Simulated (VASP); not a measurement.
Wanted: the native input for a VASP 6.6.1 run.

```yaml
Task: single point
Functional: PBE
Potentials_or_basis: VASP PAW PBE potentials, release 64 (Cl)
Cutoff: 520 eV
k_mesh: 6 × 6 × 2
Occupations: gaussian, width 0.01 eV
Spin: no spin polarisation
Dipole_correction: no
Further_INCAR_settings: ALGO = Normal; EDIFF = 1e-06; NBANDS = 22
```

The structure of Cl lies in POSCAR:

```
Cl
1.0
    2.9302423301     -1.8825406886      0.0000000000
    2.9302423301      1.8825406886      0.0000000000
    0.0000000000      0.0000000000      7.7459512170
Cl
4
Direct
    0.8603916092      0.1396083908      0.1128590957
    0.6396083908      0.3603916092      0.6128590957
    0.1396083908      0.8603916092      0.8871409043
    0.3603916092      0.6396083908      0.3871409043
```

These files were run (other wordings do the same):

INCAR

```
SYSTEM = Cl
  ALGO = Normal
  EDIFF = 1E-6
  ENCUT = 520
  GGA = PE
  ISIF = 2
  ISMEAR = 0
  LASPH = .TRUE.
  LCHARG = .FALSE.
  LREAL = .FALSE.
  LWAVE = .FALSE.
  NBANDS = 22
  NELM = 100
  PREC = Accurate
  SIGMA = 0.01
```

KPOINTS

```
k-points
0
G
  6 6 2
  0 0 0
```

Potentials or basis: VASP PAW PBE potentials, release 64 (Cl).

Command:

```console
$ cat potpaw_PBE.64/Cl/POTCAR > POTCAR
$ mpirun -np 1 vasp_std > vasp.out
```

It gave:

The pressure is 5.6 GPa and the largest force is 0.169 eV/Å. The band gap on the k mesh is 2.11 eV, indirect (least direct gap 2.17 eV).

Run time: 32 s on 1 thread of Intel(R) Xeon(R) Platinum 8488C (Sapphire Rapids), on a shared host, peak memory 0.2 GiB.
